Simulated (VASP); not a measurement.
# Ir: single point with r2SCAN

The system is Ir.

```
CELL_PARAMETERS angstrom
0.00000 1.96769 1.91970
1.96769 0.00000 1.91970
1.96769 1.96769 0.00000
ATOMIC_POSITIONS crystal
Ir 0.00000 0.00000 0.00000
```

This cell differs from its parent crystal: strain +0.025 along x and y, +0.000 along z.

```json
{
 "Program": "VASP 6.6.1",
 "Task": "single point",
 "Functional": "r2SCAN",
 "Potentials or basis": "VASP PAW PBE potentials, release 64 (Ir)",
 "Cutoff": "520 eV",
 "k mesh": "22 × 22 × 22",
 "Occupations": "gaussian, width 0.15 eV",
 "Spin": "no spin polarisation"
}
```

```yaml
Pressure: -13.1 GPa
Band_gap_on_the_k_mesh: zero (an odd number of electrons rules out a gap without spin polarisation)
```

Stress tensor (GPa, compression positive):
```
-15.80   0.00   0.00
  0.00 -15.80   0.00
  0.00   0.00  -7.74
```

Levels at points of the mesh, in eV from the Fermi level:
| k point | band 1 | band 2 | band 3 | band 4 | band 5 | band 6 | band 7 | band 8 |
| --- | --- | --- | --- | --- | --- | --- | --- | --- |
| (0.00, 0.00, 0.00) | -10.96 | -3.78 | -3.78 | -3.47 | -1.38 | -0.99 | 15.23 | 20.54 |
| (0.50, 0.00, 0.00) | -7.86 | -3.98 | -3.65 | -0.54 | 0.78 | 0.96 | 7.19 | 14.83 |
| (0.50, 0.50, 0.00) | -7.58 | -7.07 | 0.76 | 1.48 | 1.48 | 2.17 | 10.87 | 11.80 |
| (0.50, 0.00, 0.50) | -7.62 | -7.04 | 0.78 | 1.30 | 1.60 | 1.64 | 10.20 | 12.15 |

Wall time 5 min on 1 thread of Intel(R) Xeon(R) Platinum 8375C CPU @ 2.90GHz (Ice Lake) (shared host), peak memory 0.25 GiB.

Caveat: the cell differs from its parent crystal (strain +0.025 along x and y, +0.000 along z); the stress differs along the axes, from -16 to -8 GPa; the PAW data sets were made with another functional, which shifts forces and pressure a little; spin-orbit coupling is left out, which moves the levels of the heavy elements.
